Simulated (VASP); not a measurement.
Wanted: the native input for a VASP 6.6.1 run.

```
Task                   : single point
Functional             : LDA
Potentials or basis    : VASP PAW LDA potentials, release 64 (Zn, S)
Cutoff                 : 520 eV
k mesh                 : 6 × 6 × 4
Occupations            : gaussian, width 0.01 eV
Spin                   : no spin polarisation
Dipole correction      : no
Further INCAR settings : ALGO = Normal; EDIFF = 1e-06; NBANDS = 26
```

The structure of ZnS lies in POSCAR:

```
ZnS
1.0
    3.7195412837      0.0000000000      0.0000000000
   -1.8597706418      3.2212172421      0.0000000000
    0.0000000000      0.0000000000      6.1122827871
Zn S
2 2
Direct
    0.3333333333      0.6666666667      0.0056553664
    0.6666666667      0.3333333333      0.5056553664
    0.3333333333      0.6666666667      0.3793446336
    0.6666666667      0.3333333333      0.8793446336
```

These files were run (other wordings do the same):

INCAR

```
SYSTEM = ZnS
  ALGO = Normal
  EDIFF = 1E-6
  ENCUT = 520
  ISIF = 2
  ISMEAR = 0
  LASPH = .TRUE.
  LCHARG = .FALSE.
  LREAL = .FALSE.
  LWAVE = .FALSE.
  NBANDS = 26
  NELM = 80
  PREC = Accurate
  SIGMA = 0.01
```

KPOINTS

```
k-points
0
G
  6 6 4
  0 0 0
```

Potentials or basis: VASP PAW LDA potentials, release 64 (Zn, S).

Launch:

```console
$ cat potpaw_LDA.64/Zn/POTCAR potpaw_LDA.64/S/POTCAR > POTCAR
$ mpirun -np 1 vasp_std > vasp.out
```

It gave:

The pressure is 1.6 GPa and the band gap on the k mesh is 2.30 eV.

Wall time 14 s on 1 thread of Intel(R) Xeon(R) 6975P-C (Granite Rapids), with other jobs on the host, peak memory 0.17 GiB.
